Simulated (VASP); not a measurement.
# Na (C2/c) in VASP: a series of runs

Runs on Na. Level: revPBE. Tasks: single point.

All numbers are computed with VASP 6.6.1; they aren't measurements. Logs are shortened: lines on timing, memory, paths and dates and some standing lists are left out, and cuts for length are marked.

## (1) The cell of the first run

It takes space group C2/c (No. 15, monoclinic). Conventional cell: a = 3.659 Å, b = 12.559 Å, c = 3.763 Å, α = 90.00°, β = 118.64°, γ = 90.00°. Na (site symmetry 2) has 14 Na at 3.66 to 4.50 Å within 4.8 Å.

## (2) Single point, revPBE (37.94 Å³/atom)

INCAR

```
SYSTEM = Na
ALGO     = Normal         ! electronic algorithm
EDIFF    = 1E-6           ! SCF threshold, eV
ENCUT    = 520            ! plane-wave cutoff, eV
GGA      = RE             ! functional
ISIF     = 2              ! what is computed and relaxed
ISMEAR   = -1             ! smearing method
LASPH    = .True.         ! aspherical terms in the spheres
LCHARG   = .False.        ! write CHGCAR
LREAL    = .False.        ! projectors in reciprocal space
LWAVE    = .False.        ! write WAVECAR
NBANDS   = 14             ! bands
NELM     = 100            ! most SCF steps
PREC     = Accurate       ! precision mode
SIGMA    = 0.1            ! smearing width, eV
```

KPOINTS

```
k-points
0
Gamma
  11 11 11
  0 0 0
```

POSCAR

```
Na
1.0
   -4.4361535561      4.4446266147      1.8295368465
    4.4446266147     -4.4361535561      1.8295368465
    2.3308989993      2.3308989993     -1.8140184242
Na
2
Direct
    0.0001156605      0.9998843395      1.0000000000
    0.7498843395      0.2501156605      0.5000000000
```

Potentials or basis: VASP PAW PBE potentials, release 64 (Na_pv).

The run is started by

```
cat potpaw_PBE.64/Na_pv/POTCAR > POTCAR
mpirun -np 1 vasp_std > vasp.out
```

OUTCAR:

```text
SYSTEM = Na
   EDIFF = 1E-6
   ENCUT = 520
   GGA = RE
   ISIF = 2
   ISMEAR = -1
   LASPH = .True.
   LREAL = .False.
   NELM = 100
   PREC = Accurate

 ion  position               nearest neighbor table
   1  0.000  1.000  0.000-
   2  0.750  0.250  0.500-

  LATTYP: Found a base centered monoclinic cell.
 ALAT       =     3.6590933134
 B/A-ratio  =     3.4323584250
 C/A-ratio  =     1.0282760604
 COS(beta)  =    -0.4792520757

  Lattice vectors:

 A1 = (  -4.4361535561,   4.4446266147,   1.8295368465)
 A2 = (   4.4446266147,  -4.4361535561,   1.8295368465)
 A3 = (   2.3308989993,   2.3308989993,  -1.8140184242)

Analysis of symmetry for initial positions (statically):
=====================================================================
 Subroutine PRICEL returns:
 Original cell was already a primitive cell.

 Routine SETGRP: Setting up the symmetry group for a
 base centered monoclinic supercell.

 Subroutine GETGRP returns: Found  4 space group operations
 (whereof  2 operations were pure point group operations)
 out of a pool of  4 trial point group operations.

The static configuration has the point symmetry C_2 .
 The point group associated with its full space group is C_2h.

Analysis of symmetry for dynamics (positions and initial velocities):
=====================================================================
 Subroutine PRICEL returns:
 Original cell was already a primitive cell.

 Routine SETGRP: Setting up the symmetry group for a
 base centered monoclinic supercell.

 Subroutine GETGRP returns: Found  4 space group operations
 (whereof  2 operations were pure point group operations)
 out of a pool of  4 trial point group operations.

The dynamic configuration has the point symmetry C_2 .
 The point group associated with its full space group is C_2h.

 Subroutine INISYM returns: Found  4 space group operations
 (whereof  2 operations are pure point group operations),
 and found     1 'primitive' translations

----------------------------------------------------------------------------------------

                                     Primitive cell

  volume of cell :      75.8801

  direct lattice vectors                    reciprocal lattice vectors
    -4.436153556  4.444626615  1.829536846     0.049852340  0.162455059  0.272801586
     4.444626615 -4.436153556  1.829536846     0.162455059  0.049852340  0.272801586
     2.330898999  2.330898999 -1.814018424     0.214123629  0.214123629 -0.000991662

  length of vectors
     6.540746837  6.540746837  3.762558057     0.321399451  0.321399451  0.302818164

  position of ions in fractional coordinates (direct lattice)
     0.000115661  0.999884339  1.000000000
     0.749884339  0.250115661  0.500000000

  ion indices of the primitive-cell ions
   primitive index   ion index
                 1           1
                 2           2

----------------------------------------------------------------------------------------

 KPOINTS: k-points

Automatic generation of k-mesh.
 Grid dimensions read from file:
 generate k-points for:   11   11   11

 Generating k-lattice:

  Cartesian coordinates                     Fractional coordinates (reciprocal lattice)
     0.004532031  0.014768642  0.024800144     0.090909091 -0.000000000  0.000000000
     0.014768642  0.004532031  0.024800144    -0.000000000  0.090909091  0.000000000
     0.019465784  0.019465784 -0.000090151    -0.000000000 -0.000000000  0.090909091

  Length of vectors
     0.029218132  0.029218132  0.027528924

  Shift w.r.t. Gamma in fractional coordinates (k-lattice)
     0.000000000  0.000000000  0.000000000

 Subroutine IBZKPT returns following result:
 ===========================================

 Found    366 irreducible k-points:

 Following reciprocal coordinates:
            Coordinates               Weight
  0.000000  0.000000  0.000000      1.000000
  0.090909  0.000000  0.000000      4.000000
  0.181818  0.000000 -0.000000      4.000000
  0.272727  0.000000  0.000000      4.000000
  0.363636  0.000000  0.000000      4.000000
  0.454545  0.000000 -0.000000      4.000000
[... 16 lines left out ...]
 -0.272727  0.181818 -0.000000      4.000000
 -0.181818  0.181818  0.000000      2.000000
 [... further k-points ...]
   k-points           NKPTS =    366   k-points in BZ     NKDIM =    366   number of bands    NBANDS=     14
   number of dos      NEDOS =    301   number of ions     NIONS =      2
   total plane-waves  NPLWV =  70000
   dimension x,y,z NGX =    50 NGY =   50 NGZ =   28
   dimension x,y,z NGXF=   100 NGYF=  100 NGZF=   56
   ions per type =               2
   NGX,Y,Z   is equivalent  to a cutoff of  12.71, 12.71, 12.37 a.u.
   NGXF,Y,Z  is equivalent  to a cutoff of  25.42, 25.42, 24.74 a.u.
 SYSTEM =  Na
   PREC   = accura    normal or accurate (medium, high low for compatibility)
   ISTART =      0    job   : 0-new  1-cont  2-samecut
   ICHARG =      2    charge: 1-file 2-atom 10-const
   ISPIN  =      1    spin polarized calculation?
   LNONCOLLINEAR =      F non collinear calculations
   LSORBIT =      F    spin-orbit coupling
   LASPH  =      T    aspherical Exc in radial PAW
   ENCUT  =  520.0 eV  38.22 Ry    6.18 a.u.  12.16 12.16  7.00*2*pi/ulx,y,z
   NELM   =    100;   NELMIN=  2; NELMDL= -5     # of ELM steps
   EDIFF  = 0.1E-05   stopping-criterion for ELM
   LREAL  =      F    real-space projection
   EDIFFG = 0.1E-04   stopping-criterion for IOM
   NSW    =      0    number of steps for IOM
   IBRION =     -1    ionic relax: 0-MD 1-quasi-New 2-CG
   NFREE  =      0    steps in history (QN), initial steepest desc. (CG)
   ISIF   =      2    stress and relaxation
   ISYM   =      2    0-nonsym 1-usesym 2-fastsym
   POTIM  = 0.5000    time-step for ionic-motion
   TEBEG  =    0.0;   TEEND  =   0.0 temperature during run
   PSTRESS=    0.0 pullay stress
   NELECT =      14.0000    total number of electrons
   NUPDOWN=      -1.0000    fix difference up-down
   EMIN   =  10.00;   EMAX   =-10.00  energy-range for DOS
   EFERMI =   0.00;   METHOD = LEGACY
   ISMEAR =    -1;   SIGMA  =   0.10  broadening in eV -4-tet -1-fermi 0-gaus
   EFERMI_NEDOS =   21; number of points for ismear=-14 and -15
   IALGO  =     38    algorithm
   IMIX   =      4    mixing-type and parameters
     AMIX     =   0.40;   BMIX     =  1.00
     AMIX_MAG =   1.60;   BMIX_MAG =  1.00
  volume/ion in A,a.u.               =      37.94       256.03
  Fermi-wavevector in a.u.,A,eV,Ry     =   0.931984  1.761194 11.817932  0.868593
  Thomas-Fermi vector in A             =   2.058534
   LORBIT       =      0    0 simple, 1 ext, 2 COOP (PROOUT), +10 PAW based schemes
   GGA     = RE    functional components
   LHFCALC =     F    Hartree Fock is set to
   AEXX    =    0.0000 exact exchange contribution
   IVDW    =     0    specifies the selected vdW correction
   LEPSILON=     F    determine dielectric tensor
   LRPA    =     F    only Hartree local field effects (RPA)
 non-spin polarized calculation
  energy-cutoff  :      520.00
  volume of cell :       75.88
 maximum number of plane-waves:      2070
 NGX is ok and might be reduce to    50
   NGX = 25   NGY = 25   NGZ = 13

 number of electron      13.9999982 magnetization

 Free energy of the ion-electron system (eV)
  ---------------------------------------------------
  ext. energy  EPLUGINS =         0.00000000
  ---------------------------------------------------
  free energy    TOTEN  =        -2.40233908 eV

  energy without entropy =       -2.37002554  energy(sigma->0) =       -2.38618231

 E-fermi :   0.3840     XC(G=0):  -6.3180

 val. band max:        0.3839938715   @ k =   0.2727   0.0000   0.4545
 cond. band min:       0.3842280181   @ k =   0.0909   0.0909   0.4545
 fundamental gap:      0.0002341466
 Fermi energy:         0.3840231702

 k-point     1 :       0.0000    0.0000    0.0000
  band No.  band energies     occupation
      1     -24.6054      2.00000
      2     -24.5784      2.00000
      3     -24.5725      2.00000
      4     -24.5723      2.00000
      5     -24.5720      2.00000
      6     -24.5718      2.00000
      7      -2.8547      2.00000
      8       0.7712      0.04080
      9       1.1752      0.00073
     10      10.1094      0.00000
     11      10.6769      0.00000
     12      10.7591      0.00000
     13      11.4519      0.00000
     14      11.4828      0.00000

 k-point     2 :       0.0909    0.0000    0.0000
  band No.  band energies     occupation
      1     -24.6045      2.00000
      2     -24.5792      2.00000
      3     -24.5746      2.00000
      4     -24.5742      2.00000
      5     -24.5730      2.00000
      6     -24.5718      2.00000
      7      -2.7222      2.00000
      8       0.7007      0.08088
      9       1.4930      0.00003
     10       9.1488      0.00000
     11       9.5031      0.00000
     12       9.9035      0.00000
     13      10.5471      0.00000
     14      11.1796      0.00000

 k-point     3 :       0.1818    0.0000   -0.0000
  band No.  band energies     occupation
      1     -24.6023      2.00000
      2     -24.5828      2.00000
      3     -24.5803      2.00000
      4     -24.5782      2.00000
      5     -24.5744      2.00000
      6     -24.5722      2.00000
      7      -2.3267      2.00000
      8       0.7594      0.04579
      9       2.1710      0.00000
     10       7.1966      0.00000
     11       7.7754      0.00000
     12       8.8216      0.00000
     13       9.7874      0.00000
     14      10.4653      0.00000
[... 324 lines left out ...]
 k-point    23 :      -0.2727    0.1818   -0.0000
  band No.  band energies     occupation
      1     -24.6008      2.00000
      2     -24.5792      2.00000
      3     -24.5765      2.00000
      4     -24.5748      2.00000
      5     -24.5736      2.00000
      6     -24.5725      2.00000
      7      -2.5276      2.00000
      8      -0.4340      1.99944
      9       2.9607      0.00000
     10       8.5095      0.00000
     11       9.1153      0.00000
     12       9.7226      0.00000
     13      10.1593      0.00000
     14      10.8639      0.00000

 k-point    24 :      -0.1818    0.1818    0.0000
  band No.  band energies     occupation
      1     -24.6027      2.00000
      2     -24.5781      2.00000
      3     -24.5744      2.00000
      4     -24.5739      2.00000
      5     -24.5719      2.00000
      6     -24.5714      2.00000
      7      -2.7246      2.00000
      8      -0.2819      1.99744
      9       2.4511      0.00000
     10       9.1100      0.00000
     11      10.1859      0.00000
     12      10.7771      0.00000
     13      11.2443      0.00000
     14      11.4673      0.00000

 [... further k-points ...]

------------------------ aborting loop because EDIFF is reached ----------------------------------------

  FORCE on cell =-STRESS in cart. coord.  units (eV):
  Direction    XX          YY          ZZ          XY          YZ          ZX
  --------------------------------------------------------------------------------------
  -------------------------------------------------------------------------------------
  Total        0.1723328      0.1723328      0.1073630      0.0298582     -0.0080127     -0.0080127
  in kB        3.6387375      3.6387375      2.2669260      0.6304437     -0.1691841     -0.1691848
  external PRESSURE =       3.1814670 kB  Pullay stress =       0.0000000 kB

 VOLUME and BASIS-vectors are now :
 -----------------------------------------------------------------------------
  energy-cutoff  :      520.00
  volume of cell :       75.88
      direct lattice vectors                 reciprocal lattice vectors
    -4.436153556  4.444626615  1.829536846     0.049852340  0.162455059  0.272801586
     4.444626615 -4.436153556  1.829536846     0.162455059  0.049852340  0.272801586
     2.330898999  2.330898999 -1.814018424     0.214123629  0.214123629 -0.000991662

 POSITION                                       TOTAL-FORCE (eV/Angst)
 -----------------------------------------------------------------------------------
      4.44360     -4.43513      1.82954        -0.000762      0.000762     -0.000000
     -1.04948      3.38885      0.92253         0.000762     -0.000762      0.000000
 -----------------------------------------------------------------------------------
    total drift:                               -0.000000     -0.000000      0.000000

  FREE ENERGIE OF THE ION-ELECTRON SYSTEM (eV)
  ---------------------------------------------------
  free  energy   TOTEN  =        -2.4023390813 eV

  energy  without entropy=       -2.3700255428  energy(sigma->0) =       -2.38618231
```

Wall time 2.3 min (1 thread of Intel Xeon 6975P-C (Granite Rapids), shared host); peak memory 0.44 GiB.

What came out:

| Item | Value |
| --- | --- |
| Free energy | -2.4023 eV |
| Pressure | 0.3 GPa |
| Band gap on the k mesh | zero (bands 7 and 8 overlap by 3.80 eV) |

Levels at points of the mesh, in eV from the Fermi level:
```csv
k point,band 4,band 5,band 6,band 7,band 8,band 9,band 10,band 11
"(0.00, 0.00, 0.00)",-24.96,-24.96,-24.96,-3.24,0.39,0.79,9.73,10.29
```

Caveat: the PAW data sets were made with another functional, which shifts forces and pressure a little.

(Part 1 of 2 ends here.)
